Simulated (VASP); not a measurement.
Input of a VASP 6.6.1 run:

Contents of INCAR:

```
SYSTEM = TiO2
PREC     = Accurate       ! precision mode
ENCUT    = 520            ! plane-wave cutoff, eV
EDIFF    = 1E-7           ! SCF threshold, eV
ISMEAR   = -1             ! smearing method
SIGMA    = 0.05           ! smearing width, eV
LREAL    = .False.        ! projectors in reciprocal space
LASPH    = .True.         ! aspherical terms in the spheres
NELM     = 80             ! most SCF steps
ALGO     = Normal         ! electronic algorithm
ISIF     = 2              ! what is computed and relaxed
LWAVE    = .False.        ! write WAVECAR
LCHARG   = .False.        ! write CHGCAR
GGA      = PE             ! functional
NBANDS   = 60             ! bands
```

File KPOINTS:

```
Automatic mesh
0
Gamma
  8 8 4
  0 0 0
```

The input POSCAR:

```
TiO2
1.0
    6.1943305476     -1.8959421648      0.0000000000
    6.1943305476      1.8959421648      0.0000000000
   -1.9410968515      0.0000000000      6.3708817807
Ti O
4 8
Direct
    0.9000710000      0.9000710000      0.2896020000
    0.1952860000      0.1952860000      0.2837620000
    0.0999290000      0.0999290000      0.7103980000
    0.8047140000      0.8047140000      0.7162380000
    0.3619310000      0.3619310000      0.2933970000
    0.2634885000      0.2634885000      0.6525000000
    0.8671885000      0.8671885000      0.9952910000
    0.7365115000      0.7365115000      0.3475000000
    0.9416475000      0.9416475000      0.6300210000
    0.1328115000      0.1328115000      0.0047090000
    0.6380690000      0.6380690000      0.7066030000
    0.0583525000      0.0583525000      0.3699790000
```

Potentials or basis: VASP PAW PBE potentials, release 64 (Ti_sv, O).

Run with:

```bash
$ cat potpaw_PBE.64/Ti_sv/POTCAR potpaw_PBE.64/O/POTCAR > POTCAR
$ mpirun -np 1 vasp_std > vasp.out
```

Predict the largest force.

0.240 eV/Å.

What does it give for the band gap on the k mesh?

2.66 eV (least direct gap 2.82 eV).

What does it give for the pressure?

-4.2 GPa.

Stress tensor (GPa, compression positive):
```
-4.15  0.00 -0.09
 0.00 -4.04  0.00
-0.09  0.00 -4.42
```

Caveat: the cell stands under tension. A k mesh can miss the band edges.
